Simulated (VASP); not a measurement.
A run of VASP 6.6.1 is set up as follows.

File POSCAR:

```
C
1.0
    1.7834000000     -1.7834000000      0.0000000000
    1.7834000000      0.0000000000     -1.7834000000
    7.1336000000      7.1336000000      7.1336000000
C
12
Direct
    0.6666666667      0.6666666667      0.4166666667
    0.0000000000      0.0000000000      0.2500000000
    0.3333333333      0.3333333333      0.5833333333
    0.6666666667      0.6666666667      0.9166666667
    1.0000000000      1.0000000000      0.7500000000
    0.3333333333      0.3333333333      0.0833333333
    0.6666666667      0.6666666667      0.5416666667
    1.0000000000      1.0000000000      0.3750000000
    0.3333333333      0.3333333333      0.7083333333
    0.6666666667      0.6666666667      0.0416666667
    0.0000000000      0.0000000000      0.8750000000
    0.3333333333      0.3333333333      0.2083333333
```

The input INCAR.step1:

```
SYSTEM = C
  PREC = Accurate
  ENCUT = 520
  ISMEAR = 0
  SIGMA = 0.05
  LREAL = .False.
  LASPH = .True.
  NELM = 100
  NBANDS = 36
  GGA = PE
  ALGO = Normal
  EDIFF = 1E-4
  LWAVE = .True.
  LCHARG = .False.
```

INCAR.step2

```
SYSTEM = C
  PREC = Accurate
  ENCUT = 520
  EDIFF = 1E-6
  ISMEAR = 0
  SIGMA = 0.05
  LREAL = .False.
  LASPH = .True.
  NELM = 100
  ALGO = Normal
  ISIF = 2
  LWAVE = .False.
  LCHARG = .False.
  METAGGA = R2SCAN
  LMIXTAU = .True.
  NBANDS = 36
  ISTART = 1
```

Contents of KPOINTS:

```
Automatic mesh
0
Gamma
  10 10 2
  0 0 0
```

Potentials or basis: VASP PAW PBE potentials, release 64 (C).

Run with:

```bash
$ cat potpaw_PBE.64/C/POTCAR > POTCAR
$ cp INCAR.step1 INCAR
$ mpirun -np 1 vasp_std > vasp.out
$ cp INCAR.step2 INCAR
$ mpirun -np 1 vasp_std > vasp.out
```

Task: Predict the pressure.

Result: -1.4 GPa.

Task: Predict the band gap on the k mesh.

Result: 4.37 eV.

Caveat: the PAW data sets were made with another functional, which shifts forces and pressure a little. r2SCAN opens gaps a little over a GGA but as a rule still falls short of measured ones.
